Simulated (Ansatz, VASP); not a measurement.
**AsF in VASP and in Ansatz**

The input INCAR:

```
ALGO = Normal
EDIFF = 1E-6
ENCUT = 520
GGA = PE
ISIF = 2
ISMEAR = 0
LASPH = True
LCHARG = False
LREAL = False
LWAVE = False
NBANDS = 13
NELM = 80
PREC = Accurate
SIGMA = 0.1
```

Contents of KPOINTS:

```
k-points
0
Gamma
  6 6 6
```

The input POSCAR:

```
AsF
1.0
    0.0000000000      2.5983483905      2.5983483905
    2.5983483905      0.0000000000      2.5983483905
    2.5983483905      2.5983483905      0.0000000000
As F
1 1
Direct
    0.0000000000      0.0000000000      0.0000000000
    0.7500000000      0.7500000000      0.7500000000
```

Input for Ansatz:

```yaml
crystal:
  lattice:
    - [0.0, 2.5983483905, 2.5983483905]
    - [2.5983483905, 0.0, 2.5983483905]
    - [2.5983483905, 2.5983483905, 0.0]
  atoms:
    - { symbol: As, position: [0.0, 0.0, 0.0] }
    - { symbol: F, position: [0.75, 0.75, 0.75] }
basis:
  ecutwfc: 420
kpoints:
  mp_grid: { grid: [6, 6, 6] }
hamiltonian:
  xc: pbe
scf:
  occupations: { method: gaussian, width: 0.1 }
  lower_state_search: "off"
output:
  forces: true
  stress: true
  eigenvalues: true
```

Alike in both runs: task single point; functional PBE; k mesh 6 × 6 × 6; occupations gaussian, width 0.1 eV; no spin polarisation.

|  | VASP | Ansatz |
| --- | --- | --- |
| version | VASP 6.6.1 | Ansatz 0.2.0 |
| potentials or method | VASP PAW PBE potentials, release 64 (As, F), cutoff 520 eV | scalar-relativistic, plane waves, PAW |
| valence electrons in the cell | 12 | 22 |

```tsv
	VASP	Ansatz	Ansatz less VASP
gap on the k mesh at the Fermi level (eV)	none	none	-
pressure (GPa)	7.8	8.1	+0.22
```

A gap of «none» marks a metal or a gap that the smearing closes. The functional is the same, so the differences come from potentials, cutoffs and numerics. VASP's potentials hold 12 valence electrons a cell and Ansatz's 22, so a difference there can come from the potentials and not from the codes.
